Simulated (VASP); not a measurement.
# GaN (P6_3mc) in VASP: further runs

GaN is run at these levels: PBEsol; tasks: single point.

All numbers are computed with VASP 6.6.1; they aren't measurements. Logs are shortened: lines on timing, memory, paths and dates and some standing lists are left out, and cuts for length are marked.

## 1. The cell of the first run

It takes space group P6_3mc (No. 186, hexagonal). Conventional cell: a = 3.183 Å, b = 3.183 Å, c = 5.186 Å, α = 90.00°, β = 90.00°, γ = 120.00°. Within 2.5 Å of Ga (site symmetry 3m) lie 4 N at 1.87 to 2.24 Å. N (site symmetry 3m) has 4 Ga at 1.87 to 2.24 Å within 2.5 Å.

## 2. Single point, PBEsol (atoms moved along the polar distortion)

The input, INCAR:

```
SYSTEM = GaN
  PREC = Accurate
  ENCUT = 520
  EDIFF = 1E-6
  ISMEAR = 0
  SIGMA = 0.01
  LREAL = .False.
  LASPH = .True.
  NELM = 100
  ALGO = Normal
  ISIF = 2
  LWAVE = .False.
  LCHARG = .False.
  GGA = PS
  NBANDS = 26
```

The input, KPOINTS:

```
Automatic mesh
0
Gamma
  15 15 8
  0 0 0
```

The input, POSCAR:

```
GaN
1.0
    3.1828228670      0.0000000000      0.0000000000
   -1.5914114335      2.7564054586      0.0000000000
    0.0000000000      0.0000000000      5.1856869688
Ga N
2 2
Direct
    0.3333333333      0.6666666667     -0.0275680745
    0.6666666667      0.3333333333      0.4724319255
    0.3333333333      0.6666666667      0.4045680745
    0.6666666667      0.3333333333      0.9045680745
```

Potentials or basis: VASP PAW PBE potentials, release 64 (Ga_d, N).

Run with:

```sh
$ cat potpaw_PBE.64/Ga_d/POTCAR potpaw_PBE.64/N/POTCAR > POTCAR
$ mpirun -np 1 vasp_std > vasp.out
```

OUTCAR:

```text
SYSTEM = GaN
   PREC = Accurate
   ENCUT = 520
   EDIFF = 1E-6
   ISMEAR = 0
   LREAL = .False.
   LASPH = .True.
   NELM = 100
   ISIF = 2
   GGA = PS

 ion  position               nearest neighbor table
   1  0.333  0.667  0.972-   4 1.87   4 1.87   4 1.87   3 2.24
   2  0.667  0.333  0.472-   3 1.87   3 1.87   3 1.87   4 2.24
   3  0.333  0.667  0.405-   2 1.87   2 1.87   2 1.87   1 2.24
   4  0.667  0.333  0.905-   1 1.87   1 1.87   1 1.87   2 2.24

  LATTYP: Found a hexagonal cell.
 ALAT       =     3.1828228670
 C/A-ratio  =     1.6292728768

  Lattice vectors:

 A1 = (   3.1828228670,   0.0000000000,   0.0000000000)
 A2 = (  -1.5914114335,   2.7564054586,   0.0000000000)
 A3 = (   0.0000000000,   0.0000000000,   5.1856869688)

Analysis of symmetry for initial positions (statically):
=====================================================================
 Subroutine PRICEL returns:
 Original cell was already a primitive cell.

 Routine SETGRP: Setting up the symmetry group for a
 hexagonal supercell.

 Subroutine GETGRP returns: Found 12 space group operations
 (whereof  6 operations were pure point group operations)
 out of a pool of 24 trial point group operations.

The static configuration has the point symmetry C_3v.
 The point group associated with its full space group is C_6v.

Analysis of symmetry for dynamics (positions and initial velocities):
=====================================================================
 Subroutine PRICEL returns:
 Original cell was already a primitive cell.

 Routine SETGRP: Setting up the symmetry group for a
 hexagonal supercell.

 Subroutine GETGRP returns: Found 12 space group operations
 (whereof  6 operations were pure point group operations)
 out of a pool of 24 trial point group operations.

The dynamic configuration has the point symmetry C_3v.
 The point group associated with its full space group is C_6v.

 Subroutine INISYM returns: Found 12 space group operations
 (whereof  6 operations are pure point group operations),
 and found     1 'primitive' translations

----------------------------------------------------------------------------------------

                                     Primitive cell

  volume of cell :      45.4948

  direct lattice vectors                    reciprocal lattice vectors
     3.182822867  0.000000000  0.000000000     0.314186507  0.181395665  0.000000000
    -1.591411434  2.756405459  0.000000000     0.000000000  0.362791329  0.000000000
     0.000000000  0.000000000  5.185686969     0.000000000  0.000000000  0.192838481

  length of vectors
     3.182822867  3.182822867  5.185686969     0.362791329  0.362791329  0.192838481

  position of ions in fractional coordinates (direct lattice)
     0.333333333  0.666666667  0.972431925
     0.666666667  0.333333333  0.472431925
     0.333333333  0.666666667  0.404568074
     0.666666667  0.333333333  0.904568074

  ion indices of the primitive-cell ions
   primitive index   ion index
                 1           1
                 2           2
                 3           3
                 4           4

----------------------------------------------------------------------------------------

 KPOINTS: Automatic mesh

Automatic generation of k-mesh.
 Grid dimensions read from file:
 generate k-points for:   15   15    8

 Generating k-lattice:

  Cartesian coordinates                     Fractional coordinates (reciprocal lattice)
     0.020945767  0.012093044  0.000000000     0.066666667  0.000000000  0.000000000
     0.000000000  0.024186089  0.000000000     0.000000000  0.066666667  0.000000000
     0.000000000  0.000000000  0.024104810     0.000000000  0.000000000  0.125000000

  Length of vectors
     0.024186089  0.024186089  0.024104810

  Shift w.r.t. Gamma in fractional coordinates (k-lattice)
     0.000000000  0.000000000  0.000000000

 Subroutine IBZKPT returns following result:
 ===========================================

 Found    135 irreducible k-points:

 Following reciprocal coordinates:
            Coordinates               Weight
  0.000000  0.000000  0.000000      1.000000
  0.066667  0.000000  0.000000      6.000000
  0.133333  0.000000  0.000000      6.000000
  0.200000  0.000000  0.000000      6.000000
  0.266667  0.000000  0.000000      6.000000
  0.333333 -0.000000  0.000000      6.000000
[... 16 lines left out ...]
  0.333333  0.200000  0.000000     12.000000
  0.400000  0.200000  0.000000      6.000000
 [... further k-points ...]
   k-points           NKPTS =    135   k-points in BZ     NKDIM =    135   number of bands    NBANDS=     26
   number of dos      NEDOS =    301   number of ions     NIONS =      4
   total plane-waves  NPLWV =  23040
   dimension x,y,z NGX =    24 NGY =   24 NGZ =   40
   dimension x,y,z NGXF=    48 NGYF=   48 NGZF=   80
   ions per type =               2   2
   NGX,Y,Z   is equivalent  to a cutoff of  12.54, 12.54, 12.82 a.u.
   NGXF,Y,Z  is equivalent  to a cutoff of  25.07, 25.07, 25.65 a.u.
 SYSTEM =  GaN
   PREC   = accura    normal or accurate (medium, high low for compatibility)
   ISTART =      0    job   : 0-new  1-cont  2-samecut
   ICHARG =      2    charge: 1-file 2-atom 10-const
   ISPIN  =      1    spin polarized calculation?
   LNONCOLLINEAR =      F non collinear calculations
   LSORBIT =      F    spin-orbit coupling
   LASPH  =      T    aspherical Exc in radial PAW
   ENCUT  =  520.0 eV  38.22 Ry    6.18 a.u.   5.92  5.92  9.64*2*pi/ulx,y,z
   NELM   =    100;   NELMIN=  2; NELMDL= -5     # of ELM steps
   EDIFF  = 0.1E-05   stopping-criterion for ELM
   LREAL  =      F    real-space projection
   EDIFFG = 0.1E-04   stopping-criterion for IOM
   NSW    =      0    number of steps for IOM
   IBRION =     -1    ionic relax: 0-MD 1-quasi-New 2-CG
   NFREE  =      0    steps in history (QN), initial steepest desc. (CG)
   ISIF   =      2    stress and relaxation
   ISYM   =      2    0-nonsym 1-usesym 2-fastsym
   POTIM  = 0.5000    time-step for ionic-motion
   TEBEG  =    0.0;   TEEND  =   0.0 temperature during run
   PSTRESS=    0.0 pullay stress
   NELECT =      36.0000    total number of electrons
   NUPDOWN=      -1.0000    fix difference up-down
   EMIN   =  10.00;   EMAX   =-10.00  energy-range for DOS
   EFERMI =   0.00;   METHOD = LEGACY
   ISMEAR =     0;   SIGMA  =   0.01  broadening in eV -4-tet -1-fermi 0-gaus
   EFERMI_NEDOS =   21; number of points for ismear=-14 and -15
   IALGO  =     38    algorithm
   IMIX   =      4    mixing-type and parameters
     AMIX     =   0.40;   BMIX     =  1.00
     AMIX_MAG =   1.60;   BMIX_MAG =  1.00
  volume/ion in A,a.u.               =      11.37        76.75
  Fermi-wavevector in a.u.,A,eV,Ry     =   1.514218  2.861457 31.196198  2.292856
  Thomas-Fermi vector in A             =   2.623905
   LORBIT       =      0    0 simple, 1 ext, 2 COOP (PROOUT), +10 PAW based schemes
   GGA     = PS    functional components
   LHFCALC =     F    Hartree Fock is set to
   AEXX    =    0.0000 exact exchange contribution
   IVDW    =     0    specifies the selected vdW correction
   LEPSILON=     F    determine dielectric tensor
   LRPA    =     F    only Hartree local field effects (RPA)
 non-spin polarized calculation
 Gauss-broadening in eV      SIGMA  =   0.01
  energy-cutoff  :      520.00
  volume of cell :       45.49
 maximum number of plane-waves:      1248
 NGX is ok and might be reduce to    24
   NGX = 11   NGY = 11   NGZ = 19

 number of electron      35.9999998 magnetization

 Free energy of the ion-electron system (eV)
  ---------------------------------------------------
  ext. energy  EPLUGINS =         0.00000000
  ---------------------------------------------------
  free energy    TOTEN  =       -25.72186555 eV

  energy without entropy =      -25.72186555  energy(sigma->0) =      -25.72186555

 E-fermi :   5.6453     XC(G=0): -11.9146

 val. band max:        5.5144730091   @ k =   0.0000   0.0000   0.0000
 cond. band min:       7.2507389644   @ k =   0.0000   0.0000   0.0000
 fundamental gap:      1.7362659553
 Fermi energy:         5.6452595136

 k-point     1 :       0.0000    0.0000    0.0000
  band No.  band energies     occupation
      1     -10.9572      2.00000
      2     -10.1258      2.00000
      3      -8.2820      2.00000
      4      -8.2820      2.00000
      5      -8.2529      2.00000
      6      -8.2529      2.00000
[... 18 lines left out ...]
     25      16.6295      0.00000
     26      16.6295      0.00000

 k-point     2 :       0.0667    0.0000    0.0000
  band No.  band energies     occupation
      1     -10.9090      2.00000
      2     -10.1035      2.00000
      3      -8.2832      2.00000
      4      -8.2711      2.00000
      5      -8.2483      2.00000
      6      -8.2412      2.00000
[... 18 lines left out ...]
     25      16.3966      0.00000
     26      16.7864      0.00000

 k-point     3 :       0.1333    0.0000    0.0000
  band No.  band energies     occupation
      1     -10.7721      2.00000
      2     -10.0434      2.00000
      3      -8.2802      2.00000
      4      -8.2409      2.00000
      5      -8.2318      2.00000
      6      -8.2080      2.00000
[... 18 lines left out ...]
     25      16.0858      0.00000
     26      17.2151      0.00000

 k-point     4 :       0.2000    0.0000    0.0000
  band No.  band energies     occupation
      1     -10.5702      2.00000
      2      -9.9626      2.00000
      3      -8.2624      2.00000
      4      -8.1994      2.00000
      5      -8.1965      2.00000
      6      -8.1587      2.00000
[... 18 lines left out ...]
     25      16.4326      0.00000
     26      17.7680      0.00000
[... 496 lines left out ...]
      1      -9.9602      2.00000
      2      -9.7712      2.00000
      3      -8.1658      2.00000
      4      -8.1521      2.00000
      5      -8.0796      2.00000
      6      -8.0439      2.00000
[... 18 lines left out ...]
     25      15.9054      0.00000
     26      18.9602      0.00000

 k-point    23 :       0.3333    0.2000    0.0000
  band No.  band energies     occupation
      1      -9.8751      2.00000
      2      -9.7560      2.00000
      3      -8.1708      2.00000
      4      -8.1301      2.00000
      5      -8.0523      2.00000
      6      -8.0334      2.00000
[... 18 lines left out ...]
     25      16.6692      0.00000
     26      18.7204      0.00000

 k-point    24 :       0.4000    0.2000    0.0000
  band No.  band energies     occupation
      1      -9.8448      2.00000
      2      -9.7536      2.00000
      3      -8.1731      2.00000
      4      -8.1233      2.00000
      5      -8.0442      2.00000
      6      -8.0329      2.00000
[... 18 lines left out ...]
     25      17.2096      0.00000
     26      18.4395      0.00000

 [... further k-points ...]

------------------------ aborting loop because EDIFF is reached ----------------------------------------

  FORCE on cell =-STRESS in cart. coord.  units (eV):
  Direction    XX          YY          ZZ          XY          YZ          ZX
  --------------------------------------------------------------------------------------
  -------------------------------------------------------------------------------------
  Total        2.7946095      2.7946095     -1.5343276      0.0000000      0.0000000      0.0000000
  in kB       98.4169359     98.4169359    -54.0339611      0.0000000      0.0000000      0.0000000
  external PRESSURE =      47.5999702 kB  Pullay stress =       0.0000000 kB

 VOLUME and BASIS-vectors are now :
 -----------------------------------------------------------------------------
  energy-cutoff  :      520.00
  volume of cell :       45.49
      direct lattice vectors                 reciprocal lattice vectors
     3.182822867  0.000000000  0.000000000     0.314186507  0.181395665  0.000000000
    -1.591411434  2.756405459  0.000000000     0.000000000  0.362791329  0.000000000
     0.000000000  0.000000000  5.185686969     0.000000000  0.000000000  0.192838481

 POSITION                                       TOTAL-FORCE (eV/Angst)
 -----------------------------------------------------------------------------------
     -0.00000      1.83760      5.04273        -0.000000     -0.000000      1.322199
      1.59141      0.91880      2.44988         0.000000     -0.000000      1.322199
     -0.00000      1.83760      2.09796        -0.000000     -0.000000     -1.322199
      1.59141      0.91880      4.69081         0.000000      0.000000     -1.322199
 -----------------------------------------------------------------------------------
    total drift:                               -0.000000     -0.000000     -0.000757

  FREE ENERGIE OF THE ION-ELECTRON SYSTEM (eV)
  ---------------------------------------------------
  free  energy   TOTEN  =       -25.7218655476 eV

  energy  without entropy=      -25.7218655476  energy(sigma->0) =      -25.72186555
```

Run time: 4 min. Hardware: 1 thread of Intel Xeon 8259CL, shared host; peak memory 0.26 GiB.

Results:

```
Free energy            : -25.7219 eV
Pressure               : 4.8 GPa
Largest force          : 1.322 eV/Å
Band gap on the k mesh : 1.74 eV
```

Forces on the atoms (eV/Å):
```
Ga   0.000  0.000  1.322
Ga   0.000  0.000  1.322
N    0.000  0.000 -1.322
N    0.000  0.000 -1.322
```

Stress tensor (GPa, compression positive):
```
 9.84  0.00  0.00
 0.00  9.84  0.00
 0.00  0.00 -5.40
```

Levels at points of the mesh, in eV from the valence-band top:
```csv
k point,band 14,band 15,band 16,band 17,band 18,band 19,band 20,band 21,band 22,band 23
"(0.00, 0.00, 0.00)",-1.36,-1.36,-0.55,-0.55,0.00,1.74,3.54,8.93,9.52,9.52
"(0.00, 0.00, 0.50)",-3.66,-0.95,-0.95,-0.95,-0.95,3.90,3.90,7.88,7.88,9.95
```

Caveat: the cell differs from its parent crystal (atoms moved along the polar distortion); the stress differs along the axes, from -5 to 10 GPa; the PAW data sets were made with another functional, which shifts forces and pressure a little.

## 3. Single point, PBEsol (atoms moved along the polar distortion)

The input, INCAR:

```
ALGO = Normal
EDIFF = 1E-7
ENCUT = 520
GGA = PS
ISIF = 2
ISMEAR = 0
LASPH = True
LCHARG = False
LREAL = False
LWAVE = False
NBANDS = 26
NELM = 80
PREC = Accurate
SIGMA = 0.01
```

The input, KPOINTS:

```
k-points
0
Gamma
  15 15 8
```

The input, POSCAR:

```
GaN
1.0
    3.1828228670      0.0000000000      0.0000000000
   -1.5914114335      2.7564054586      0.0000000000
    0.0000000000      0.0000000000      5.1856869688
Ga N
2 2
Direct
    0.3333333333      0.6666666667     -0.0368222360
    0.6666666667      0.3333333333      0.4631777640
    0.3333333333      0.6666666667      0.4138222360
    0.6666666667      0.3333333333      0.9138222360
```

Potentials or basis: VASP PAW PBE potentials, release 64 (Ga_d, N).

Run with:

```sh
$ cat potpaw_PBE.64/Ga_d/POTCAR potpaw_PBE.64/N/POTCAR > POTCAR
$ mpirun -np 1 vasp_std > vasp.out
```

Run time: 4.5 min. Hardware: 1 thread of Intel Xeon 8259CL, shared host; peak memory 0.26 GiB.

It converged, with:

```yaml
Free_energy: -25.4813 eV
Pressure: 6.9 GPa
Largest_force: 1.149 eV/Å
Band_gap_on_the_k_mesh: 1.79 eV
```

Forces in eV/Å, atoms in the order of the input:
```
Ga   0.000  0.000  1.149
Ga   0.000  0.000  1.149
N    0.000  0.000 -1.149
N    0.000  0.000 -1.149
```

Stress tensor (GPa, compression positive):
```
12.35  0.00  0.00
 0.00 12.35  0.00
 0.00  0.00 -4.11
```

Levels at points of the mesh, in eV from the valence-band top:
```
           k point  band 15  band 16  band 17  band 18  band 19  band 20  band 21  band 22
(0.00, 0.00, 0.00)    -1.36    -0.60    -0.60     0.00     1.79     3.46     8.94     9.52
(0.00, 0.00, 0.50)    -0.98    -0.98    -0.98    -0.98     3.88     3.88     7.90     7.90
```

Caveat: the cell differs from its parent crystal (atoms moved along the polar distortion); the stress differs along the axes, from -4 to 12 GPa; the PAW data sets were made with another functional, which shifts forces and pressure a little. A k mesh can miss the band edges.
